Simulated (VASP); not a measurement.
Here is a VASP 6.6.1 calculation.

The input INCAR:

```
PREC = Accurate ; ENCUT = 520
EDIFF = 1E-6 ; ISMEAR = 0
SIGMA = 0.1 ; LREAL = F
LASPH = T ; NELM = 60
ALGO = Normal ; ISIF = 2
LWAVE = F ; LCHARG = F
GGA = PE ; NBANDS = 36
```

The input KPOINTS:

```
regular mesh
0
Gamma
  6 6 6
```

The input POSCAR:

```
InGa2N3
1.0
    2.6410275900      1.5247979900      4.4554815800
   -2.6410275900      1.5247979900      4.4554815800
    0.0000000000     -3.0495959800      4.4554815800
In Ga N
1 2 3
Direct
    0.0000000000      0.0000000000      0.0000000000
    0.3415513300      0.3415513300      0.3415513300
    0.6584486700      0.6584486700      0.6584486700
    0.0000000000      0.0000000000      0.5000000000
    0.5000000000      0.0000000000      0.0000000000
    0.0000000000      0.5000000000      0.0000000000
```

Potentials or basis: VASP PAW PBE potentials, release 64 (In_d, Ga_d, N).

Run with:

```sh
$ cat potpaw_PBE.64/In_d/POTCAR potpaw_PBE.64/Ga_d/POTCAR potpaw_PBE.64/N/POTCAR > POTCAR
$ mpirun -np 1 vasp_std > vasp.out
```

Q: Estimate the band gap on the k mesh.

A: Zero (band 27 reaches 4.34 eV, above the bottom of band 28 at 2.88 eV).

Q: Predict the largest force.

A: 0.808 eV/Å.

Q: What does it give for the pressure?

A: -12.8 GPa.

Stress tensor (GPa, compression positive):
```
 -7.22   0.00   0.00
  0.00  -7.22   0.00
  0.00   0.00 -23.92
```

Caveat: spin-orbit coupling is left out, which moves the levels of the heavy elements.
